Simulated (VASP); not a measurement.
Set up this calculation in VASP 6.6.1, as the native input.

```
Task                   : single point
Functional             : PBE
Potentials or basis    : VASP PAW PBE potentials, release 64 (Be, S)
Cutoff                 : 520 eV
k mesh                 : 4 × 4 × 4
Occupations            : gaussian, width 0.01 eV
Spin                   : no spin polarisation
Dipole correction      : no
Further INCAR settings : ALGO = Normal; EDIFF = 1e-06; NBANDS = 11
```

The structure of BeS lies in POSCAR:

```
BeS
1.0
    0.0000000000      2.4343066380      2.4343066380
    2.4343066380      0.0000000000      2.4343066380
    2.4343066380      2.4343066380      0.0000000000
Be S
1 1
Direct
    0.0000000000      0.0000000000      0.0000000000
    0.2500000000      0.2500000000      0.2500000000
```

These files were run (other wordings do the same):

INCAR

```
SYSTEM = BeS
ALGO = Normal
EDIFF = 1E-6
ENCUT = 520
GGA = PE
ISIF = 2
ISMEAR = 0
LASPH = .TRUE.
LCHARG = .TRUE.
LELF = .TRUE.
LREAL = .FALSE.
LVHAR = .TRUE.
LWAVE = .FALSE.
NBANDS = 11
NELM = 100
PREC = Accurate
SIGMA = 0.01
```

KPOINTS

```
k-points
0
G
  4 4 4
  0 0 0
```

Potentials or basis: VASP PAW PBE potentials, release 64 (Be, S).

The run is started by

```sh
$ cat potpaw_PBE.64/Be/POTCAR potpaw_PBE.64/S/POTCAR > POTCAR
$ mpirun -np 1 vasp_std > vasp.out
```

It gave:

```
Pressure               : 1.0 GPa
Band gap on the k mesh : 3.12 eV, indirect (least direct gap 5.66 eV)
```

Caveat: the k points lie up to 0.56 Å⁻¹ apart.

It took 3.4 s on 1 thread of Intel Xeon 6975P-C (shared host), peak memory 0.14 GiB.
